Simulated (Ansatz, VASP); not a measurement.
Two plane-wave programs on BaBe4Ag

INCAR

```
PREC = Accurate
ENCUT = 630
EDIFF = 1E-6
ISMEAR = 0
SIGMA = 0.1
LREAL = False
LASPH = True
NELM = 120
ALGO = Normal
ISIF = 2
LWAVE = False
LCHARG = False
GGA = PE
NBANDS = 28
GGA_COMPAT = False
```

KPOINTS

```
regular mesh
0
Gamma
  4 4 4
```

Contents of POSCAR:

```
BaBe4Ag
1.0
    0.0000000000      3.4576166464      3.4576166464
    3.4576166464      0.0000000000      3.4576166464
    3.4576166464      3.4576166464      0.0000000000
Ba Be Ag
1 4 1
Direct
    0.0000000000      0.0000000000      0.0000000000
    0.3750000000      0.8750000000      0.3750000000
    0.3750000000      0.3750000000      0.8750000000
    0.3750000000      0.3750000000      0.3750000000
    0.8750000000      0.3750000000      0.3750000000
    0.7500000000      0.7500000000      0.7500000000
```

Input for Ansatz:

```yaml
crystal:
  lattice:
    - [0.0, 3.4576166464, 3.4576166464]
    - [3.4576166464, 0.0, 3.4576166464]
    - [3.4576166464, 3.4576166464, 0.0]
  atoms:
    - { symbol: Ba, position: [0.0, 0.0, 0.0] }
    - { symbol: Be, position: [0.375, 0.875, 0.375] }
    - { symbol: Be, position: [0.375, 0.375, 0.875] }
    - { symbol: Be, position: [0.375, 0.375, 0.375] }
    - { symbol: Be, position: [0.875, 0.375, 0.375] }
    - { symbol: Ag, position: [0.75, 0.75, 0.75] }
basis:
  ecutwfc: 420
kpoints:
  mp_grid: { grid: [4, 4, 4] }
hamiltonian:
  xc: pbe
scf:
  occupations: { method: gaussian, width: 0.1 }
  lower_state_search: "off"
output:
  forces: true
  stress: true
  eigenvalues: true
```

Alike in both runs: task single point; functional PBE; k mesh 4 × 4 × 4; occupations gaussian, width 0.1 eV; no spin polarisation.

|  | VASP | Ansatz |
| --- | --- | --- |
| version | VASP 6.6.1 | Ansatz 0.2.0 |
| potentials or method | VASP PAW PBE potentials, release 64 (Ba_sv, Be, Ag_sv_GW), cutoff 630 eV | scalar-relativistic, plane waves, PAW |
| valence electrons in the cell | 37 | 37 |

```csv
,VASP,Ansatz,Ansatz less VASP
gap on the k mesh at the Fermi level (eV),none,none,-
pressure (GPa),13.0,11.9,-1.13
```

A gap of «none» marks a metal or a gap that the smearing closes.

The k mesh is coarse, so the values compare programs but aren't converged. Spin-orbit coupling is off throughout.
